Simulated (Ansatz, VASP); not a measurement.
## One calculation of LaB, two programs

The input INCAR:

```
PREC = Accurate
ENCUT = 520
EDIFF = 1E-6
ISMEAR = 0
SIGMA = 0.05
LREAL = False
LASPH = True
NELM = 80
ALGO = Normal
ISIF = 2
LWAVE = False
LCHARG = True
GGA = PE
LELF = True
LVHAR = True
NBANDS = 14
```

File KPOINTS:

```
regular mesh
0
Gamma
  10 10 10
```

File POSCAR:

```
LaB
1.0
    0.0000000000      2.8443085889      2.8443085889
    2.8443085889      0.0000000000      2.8443085889
    2.8443085889      2.8443085889      0.0000000000
La B
1 1
Direct
    0.5000000000      0.5000000000      0.5000000000
    0.0000000000      0.0000000000      0.0000000000
```

Input for Ansatz:

```yaml
crystal:
  lattice:
    - [0.0, 2.8443085889, 2.8443085889]
    - [2.8443085889, 0.0, 2.8443085889]
    - [2.8443085889, 2.8443085889, 0.0]
  atoms:
    - { symbol: La, position: [0.5, 0.5, 0.5] }
    - { symbol: B, position: [0.0, 0.0, 0.0] }
basis:
  ecutwfc: 420
  ecutrho_ratio: 4
kpoints:
  mp_grid: { grid: [10, 10, 10] }
hamiltonian:
  xc: pbe
scf:
  occupations: { method: gaussian, width: 0.05 }
output:
  forces: true
  stress: true
  eigenvalues: true
```

Alike in both runs: task single point; functional PBE; k mesh 10 × 10 × 10; occupations gaussian, width 0.05 eV; no spin polarisation.

```csv
,VASP,Ansatz
version,VASP 6.6.1,Ansatz 0.2.0
potentials or method,"VASP PAW PBE potentials, release 64 (La, B), cutoff 520 eV","scalar-relativistic, plane waves, PAW"
valence electrons in the cell,14,14
```

|  | VASP | Ansatz | Ansatz less VASP |
| --- | --- | --- | --- |
| gap on the k mesh at the Fermi level (eV) | none | none | - |
| pressure (GPa) | -0.5 | -0.5 | +0.04 |

A gap of «none» marks a metal or a gap that the smearing closes. With one functional, cell and mesh, what is left measures potentials, basis and numerics.

Neither program's run includes spin-orbit coupling.
